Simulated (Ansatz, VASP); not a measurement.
## Two plane-wave programs on BiBrO

```
Bi Br O
1.0
     4.01200    0.00000    0.00000
     0.00000    4.01200    0.00000
     0.00000    0.00000    7.75530
Bi Br O
2 2 2
Cartesian
  0.0000 2.0060 1.2219
  2.0060 0.0000 6.5334
  0.0000 2.0060 5.0543
  2.0060 0.0000 2.7010
  0.0000 0.0000 0.0000
  2.0060 2.0060 0.0000
```

Alike in both runs: task single point; functional LDA; k mesh 8 × 8 × 4; occupations gaussian, width 0.05 eV; no spin polarisation.

```csv
,VASP,Ansatz
version,VASP 6.6.1,Ansatz 0.2.0
potentials or method,"VASP PAW LDA potentials, release 64 (Bi_d, Br, O), cutoff 520 eV","scalar-relativistic, plane waves, PAW"
valence electrons in the cell,56,56
```

|  | VASP | Ansatz | Ansatz less VASP |
| --- | --- | --- | --- |
| gap on the k mesh at the Fermi level (eV) | 1.85 | 1.85 | +0.007 |
| least direct gap on the mesh (eV) | 1.96 | 1.97 | +0.006 |
| pressure (GPa) | -4.7 | -5.0 | -0.24 |
| traceless stress, the component that is largest in VASP (GPa) | 2.29 | 2.34 | +0.051 |
| rms of the force components (eV/Å) | 0.087 | 0.110 | +0.0226 |

LDA's correlation is that of Perdew and Zunger in VASP and of Perdew and Wang (1992) in Ansatz. Atom by atom the forces differ by 0.023 eV/Å (rms over components).

Neither program's run includes spin-orbit coupling.
